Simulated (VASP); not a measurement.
# Sr (Fm-3m) in VASP: density of states with PBE

Aim: the density of states of Sr with PBE.

All numbers are computed with VASP 6.6.1; they aren't measurements. Logs are shortened: lines on timing, memory, paths and dates and some standing lists are left out, and cuts for length are marked.

### 1 The cell of the first run

Symmetry: Fm-3m, No. 225, cubic system. Conventional cell: a = 6.019 Å, b = 6.019 Å, c = 6.019 Å, α = 90.00°, β = 90.00°, γ = 90.00°. Sr (site symmetry m-3m) has 12 Sr at 4.26 Å within 5.6 Å.

### 2 Density of states, PBE

POSCAR

```
Sr
1.0
    0.0000000000      3.0092674026      3.0092674026
    3.0092674026      0.0000000000      3.0092674026
    3.0092674026      3.0092674026      0.0000000000
Sr
1
Direct
    0.0000000000      0.0000000000      0.0000000000
```

INCAR.step1

```
SYSTEM = Sr
PREC = Accurate
ENCUT = 520
EDIFF = 1E-7
ISMEAR = 0
SIGMA = 0.05
LREAL = .FALSE.
LASPH = .TRUE.
NELM = 60
ALGO = Normal
ISIF = 2
LWAVE = .FALSE.
LCHARG = .TRUE.
GGA = PE
NBANDS = 11
```

KPOINTS.step1

```
Automatic mesh
0
G
  12 12 12
  0 0 0
```

INCAR.step2

```
SYSTEM = Sr
PREC = Accurate
ENCUT = 520
EDIFF = 1E-7
ISMEAR = -5
SIGMA = 0.05
LREAL = .FALSE.
LASPH = .TRUE.
NELM = 60
ALGO = Normal
ISIF = 2
LWAVE = .FALSE.
LCHARG = .FALSE.
GGA = PE
LORBIT = 10
NEDOS = 2001
ICHARG = 11
```

KPOINTS.step2

```
Automatic mesh
0
G
  18 18 18
  0 0 0
```

Potentials or basis: VASP PAW PBE potentials, release 64 (Sr_sv).

Started as:

```
$ cat potpaw_PBE.64/Sr_sv/POTCAR > POTCAR
$ cp INCAR.step1 INCAR
$ cp KPOINTS.step1 KPOINTS
$ mpirun -np 1 vasp_std > vasp.out
$ cp INCAR.step2 INCAR
$ cp KPOINTS.step2 KPOINTS
$ mpirun -np 1 vasp_std > vasp.out
```

OUTCAR:

```text
SYSTEM = Sr
   PREC = Accurate
   ENCUT = 520
   EDIFF = 1E-7
   ISMEAR = -5
   LREAL = .FALSE.
   LASPH = .TRUE.
   NELM = 60
   ISIF = 2
   GGA = PE
   LORBIT = 10
   ICHARG = 11

 ion  position               nearest neighbor table
   1  0.000  0.000  0.000-

  LATTYP: Found a face centered cubic cell.
 ALAT       =     6.0185348052

  Lattice vectors:

 A1 = (   0.0000000000,   3.0092674026,   3.0092674026)
 A2 = (   3.0092674026,   0.0000000000,   3.0092674026)
 A3 = (   3.0092674026,   3.0092674026,   0.0000000000)

Analysis of symmetry for initial positions (statically):
=====================================================================
 Subroutine PRICEL returns:
 Original cell was already a primitive cell.

 Routine SETGRP: Setting up the symmetry group for a
 face centered cubic supercell.

 Subroutine GETGRP returns: Found 48 space group operations
 (whereof 48 operations were pure point group operations)
 out of a pool of 48 trial point group operations.

The static configuration has the point symmetry O_h .

Analysis of symmetry for dynamics (positions and initial velocities):
=====================================================================
 Subroutine PRICEL returns:
 Original cell was already a primitive cell.

 Routine SETGRP: Setting up the symmetry group for a
 face centered cubic supercell.

 Subroutine GETGRP returns: Found 48 space group operations
 (whereof 48 operations were pure point group operations)
 out of a pool of 48 trial point group operations.

The dynamic configuration has the point symmetry O_h .

 Subroutine INISYM returns: Found 48 space group operations
 (whereof 48 operations are pure point group operations),
 and found     1 'primitive' translations

----------------------------------------------------------------------------------------

                                     Primitive cell

  volume of cell :      54.5020

  direct lattice vectors                    reciprocal lattice vectors
     0.000000000  3.009267403  3.009267403    -0.166153397  0.166153397  0.166153397
     3.009267403  0.000000000  3.009267403     0.166153397 -0.166153397  0.166153397
     3.009267403  3.009267403  0.000000000     0.166153397  0.166153397 -0.166153397

  length of vectors
     4.255746774  4.255746774  4.255746774     0.287786125  0.287786125  0.287786125

  position of ions in fractional coordinates (direct lattice)
     0.000000000  0.000000000  0.000000000

  ion indices of the primitive-cell ions
   primitive index   ion index
                 1           1

----------------------------------------------------------------------------------------

 KPOINTS: Automatic mesh

Automatic generation of k-mesh.
 Grid dimensions read from file:
 generate k-points for:   18   18   18

 Generating k-lattice:

  Cartesian coordinates                     Fractional coordinates (reciprocal lattice)
    -0.009230744  0.009230744  0.009230744     0.055555556  0.000000000  0.000000000
     0.009230744 -0.009230744  0.009230744     0.000000000  0.055555556  0.000000000
     0.009230744  0.009230744 -0.009230744     0.000000000  0.000000000  0.055555556

  Length of vectors
     0.015988118  0.015988118  0.015988118

  Shift w.r.t. Gamma in fractional coordinates (k-lattice)
     0.000000000  0.000000000  0.000000000

 TETIRR: Found    806 inequivalent tetrahedra from    34992

 Subroutine IBZKPT returns following result:
 ===========================================

 Found    195 irreducible k-points:

 Following reciprocal coordinates:
            Coordinates               Weight
  0.000000  0.000000  0.000000      1.000000
  0.055556  0.000000  0.000000      8.000000
  0.111111  0.000000  0.000000      8.000000
  0.166667  0.000000  0.000000      8.000000
  0.222222  0.000000  0.000000      8.000000
  0.277778  0.000000  0.000000      8.000000
[... 16 lines left out ...]
 -0.277778  0.055556  0.000000     24.000000
 -0.222222  0.055556  0.000000     24.000000
 [... further k-points ...]
   k-points           NKPTS =    195   k-points in BZ     NKDIM =    195   number of bands    NBANDS=      9
   number of dos      NEDOS =   2001   number of ions     NIONS =      1
   total plane-waves  NPLWV =  32768
   dimension x,y,z NGX =    32 NGY =   32 NGZ =   32
   dimension x,y,z NGXF=    64 NGYF=   64 NGZF=   64
   ions per type =               1
   NGX,Y,Z   is equivalent  to a cutoff of  12.50, 12.50, 12.50 a.u.
   NGXF,Y,Z  is equivalent  to a cutoff of  25.00, 25.00, 25.00 a.u.
 SYSTEM =  Sr
   PREC   = accura    normal or accurate (medium, high low for compatibility)
   ISTART =      0    job   : 0-new  1-cont  2-samecut
   ICHARG =     11    charge: 1-file 2-atom 10-const
   ISPIN  =      1    spin polarized calculation?
   LNONCOLLINEAR =      F non collinear calculations
   LSORBIT =      F    spin-orbit coupling
   LASPH  =      T    aspherical Exc in radial PAW
   ENCUT  =  520.0 eV  38.22 Ry    6.18 a.u.   7.91  7.91  7.91*2*pi/ulx,y,z
   NELM   =     60;   NELMIN=  2; NELMDL=  0     # of ELM steps
   EDIFF  = 0.1E-06   stopping-criterion for ELM
   LREAL  =      F    real-space projection
   EDIFFG = 0.1E-05   stopping-criterion for IOM
   NSW    =      0    number of steps for IOM
   IBRION =     -1    ionic relax: 0-MD 1-quasi-New 2-CG
   NFREE  =      0    steps in history (QN), initial steepest desc. (CG)
   ISIF   =      2    stress and relaxation
   ISYM   =      2    0-nonsym 1-usesym 2-fastsym
   POTIM  = 0.5000    time-step for ionic-motion
   TEBEG  =    0.0;   TEEND  =   0.0 temperature during run
   PSTRESS=    0.0 pullay stress
   NELECT =      10.0000    total number of electrons
   NUPDOWN=      -1.0000    fix difference up-down
   EMIN   =  10.00;   EMAX   =-10.00  energy-range for DOS
   EFERMI =   0.00;   METHOD = LEGACY
   ISMEAR =    -5;   SIGMA  =   0.05  broadening in eV -4-tet -1-fermi 0-gaus
   EFERMI_NEDOS =   21; number of points for ismear=-14 and -15
   IALGO  =     38    algorithm
   IMIX   =      4    mixing-type and parameters
     AMIX     =   0.40;   BMIX     =  1.00
     AMIX_MAG =   1.60;   BMIX_MAG =  1.00
  volume/ion in A,a.u.               =      54.50       367.80
  Fermi-wavevector in a.u.,A,eV,Ry     =   0.930259  1.757935 11.774244  0.865382
  Thomas-Fermi vector in A             =   2.056629
   LORBIT       =     10    0 simple, 1 ext, 2 COOP (PROOUT), +10 PAW based schemes
   GGA     = PE    functional components
   LHFCALC =     F    Hartree Fock is set to
   AEXX    =    0.0000 exact exchange contribution
   IVDW    =     0    specifies the selected vdW correction
   LEPSILON=     F    determine dielectric tensor
   LRPA    =     F    only Hartree local field effects (RPA)
 non-spin polarized calculation
 Fermi weights with tetrahedron method with Bloechl corrections
  energy-cutoff  :      520.00
  volume of cell :       54.50
 maximum number of plane-waves:      1484

 number of electron      10.0000000 magnetization

 Free energy of the ion-electron system (eV)
  ---------------------------------------------------
  ext. energy  EPLUGINS =         0.00000000
  ---------------------------------------------------
  free energy    TOTEN  =        -1.63717094 eV

  energy without entropy =       -1.63717094  energy(sigma->0) =       -1.63717094

 E-fermi :   1.6531     XC(G=0):  -7.3764

 val. band max:        1.6660290088   @ k =  -0.2778   0.4444   0.2222
 cond. band min:       1.6266948725   @ k =  -0.3889   0.2778   0.0556
 fundamental gap:     -0.0393341363
 Fermi energy:         1.6530533764

 k-point     1 :       0.0000    0.0000    0.0000
  band No.  band energies     occupation
      1     -34.9832      2.00000
      2     -16.8698      2.00000
      3     -16.8698      2.00000
      4     -16.8698      2.00000
      5      -2.0437      2.00000
      6       3.9697      0.00000
      7       3.9697      0.00000
      8       3.9697      0.00000
      9       5.4494      0.00000

 k-point     2 :       0.0556    0.0000    0.0000
  band No.  band energies     occupation
      1     -34.9828      2.00000
      2     -16.8761      2.00000
      3     -16.8706      2.00000
      4     -16.8706      2.00000
      5      -1.9933      2.00000
      6       3.8882      0.00000
      7       3.9945      0.00000
      8       3.9945      0.00000
      9       5.4149      0.00000

 k-point     3 :       0.1111    0.0000    0.0000
  band No.  band energies     occupation
      1     -34.9815      2.00000
      2     -16.8941      2.00000
      3     -16.8731      2.00000
      4     -16.8731      2.00000
      5      -1.8443      2.00000
      6       3.6713      0.00000
      7       4.0587      0.00000
      8       4.0587      0.00000
      9       5.3351      0.00000

 k-point     4 :       0.1667    0.0000    0.0000
  band No.  band energies     occupation
      1     -34.9796      2.00000
      2     -16.9215      2.00000
      3     -16.8768      2.00000
      4     -16.8768      2.00000
      5      -1.6033      2.00000
      6       3.3752      0.00000
      7       4.1271      0.00000
      8       4.1271      0.00000
      9       5.2751      0.00000
[... 205 lines left out ...]
 k-point    22 :      -0.3333    0.0556    0.0000
  band No.  band energies     occupation
      1     -34.9714      2.00000
      2     -17.0309      2.00000
      3     -16.8985      2.00000
      4     -16.8905      2.00000
      5      -0.2829      2.00000
      6       2.2906      0.00000
      7       3.8599      0.00000
      8       3.9935      0.00000
      9       5.7245      0.00000

 k-point    23 :      -0.2778    0.0556    0.0000
  band No.  band energies     occupation
      1     -34.9736      2.00000
      2     -17.0008      2.00000
      3     -16.8944      2.00000
      4     -16.8857      2.00000
      5      -0.7154      2.00000
      6       2.6048      0.00000
      7       3.9580      0.00000
      8       4.1047      0.00000
      9       5.3715      0.00000

 k-point    24 :      -0.2222    0.0556    0.0000
  band No.  band energies     occupation
      1     -34.9761      2.00000
      2     -16.9671      2.00000
      3     -16.8895      2.00000
      4     -16.8808      2.00000
      5      -1.1174      2.00000
      6       2.9247      0.00000
      7       4.0461      0.00000
      8       4.1973      0.00000
      9       5.1316      0.00000

 [... further k-points ...]

------------------------ aborting loop because EDIFF is reached ----------------------------------------

  FORCE on cell =-STRESS in cart. coord.  units (eV):
  Direction    XX          YY          ZZ          XY          YZ          ZX
  --------------------------------------------------------------------------------------
  -------------------------------------------------------------------------------------
  Total       -0.0105963     -0.0105963     -0.0105963      0.0000000      0.0000000      0.0000000
  in kB       -0.3114959     -0.3114959     -0.3114959      0.0000000      0.0000000      0.0000000
  external PRESSURE =      -0.3114959 kB  Pullay stress =       0.0000000 kB

 VOLUME and BASIS-vectors are now :
 -----------------------------------------------------------------------------
  energy-cutoff  :      520.00
  volume of cell :       54.50
      direct lattice vectors                 reciprocal lattice vectors
     0.000000000  3.009267403  3.009267403    -0.166153397  0.166153397  0.166153397
     3.009267403  0.000000000  3.009267403     0.166153397 -0.166153397  0.166153397
     3.009267403  3.009267403  0.000000000     0.166153397  0.166153397 -0.166153397

 POSITION                                       TOTAL-FORCE (eV/Angst)
 -----------------------------------------------------------------------------------
      0.00000      0.00000      0.00000        -0.000000     -0.000000      0.000000
 -----------------------------------------------------------------------------------
    total drift:                               -0.000000      0.000000     -0.000000

  FREE ENERGIE OF THE ION-ELECTRON SYSTEM (eV)
  ---------------------------------------------------
  free  energy   TOTEN  =        -1.6371709403 eV

  energy  without entropy=       -1.6371709403  energy(sigma->0) =       -1.63717094

 total charge

# of ion       s       p       d       tot
------------------------------------------
    1        2.065   5.711   0.137   7.913
```

Wall time 67 s (1 thread of Intel Xeon 6975P-C, shared host); peak memory 0.24 GiB.

What came out:

| Property | Result |
| --- | --- |
| Valence electrons inside the program's atomic spheres | Sr 7.91 |

Levels at points of the mesh, in eV from the Fermi level:
```tsv
k point	band 1	band 2	band 3	band 4	band 5	band 6	band 7	band 8	band 9
(0.00, 0.00, 0.00)	-36.64	-18.52	-18.52	-18.52	-3.70	2.32	2.32	2.32	3.80
(0.50, 0.00, 0.00)	-36.62	-18.72	-18.55	-18.55	-1.16	0.04	2.16	2.16	4.85
(0.50, 0.50, 0.00)	-36.62	-18.71	-18.60	-18.60	-0.69	0.30	1.04	4.86	5.17
```

Caveat: tetrahedron occupations give inexact forces and stress in metals.
